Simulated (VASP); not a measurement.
A run of VASP 6.6.1 is set up as follows.

The input INCAR:

```
ALGO = Normal
EDIFF = 1E-6
ENCUT = 520
GGA = PE
ISIF = 2
ISMEAR = 0
LASPH = True
LCHARG = False
LREAL = False
LWAVE = False
NBANDS = 14
NELM = 100
PREC = Accurate
SIGMA = 0.01
```

File KPOINTS:

```
k-points
0
Gamma
  4 4 4
```

The input POSCAR:

```
NaI
1.0
    0.0000000000      3.2296283248      3.2296283248
    3.2296283248      0.0000000000      3.2296283248
    3.2296283248      3.2296283248      0.0000000000
Na I
1 1
Direct
    0.0000000000      0.0000000000      0.0000000000
    0.5000000000      0.5000000000      0.5000000000
```

Potentials or basis: VASP PAW PBE potentials, release 64 (Na_pv, I).

Command:

```sh
$ cat potpaw_PBE.64/Na_pv/POTCAR potpaw_PBE.64/I/POTCAR > POTCAR
$ mpirun -np 1 vasp_std > vasp.out
```

(1) What does it give for the pressure?

(2) Estimate the band gap on the k mesh.

Answers

(1) 0.6 GPa.

(2) 3.66 eV, direct.

Caveat: the k points lie up to 0.42 Å⁻¹ apart; spin-orbit coupling is left out, which moves the levels of the heavy elements.
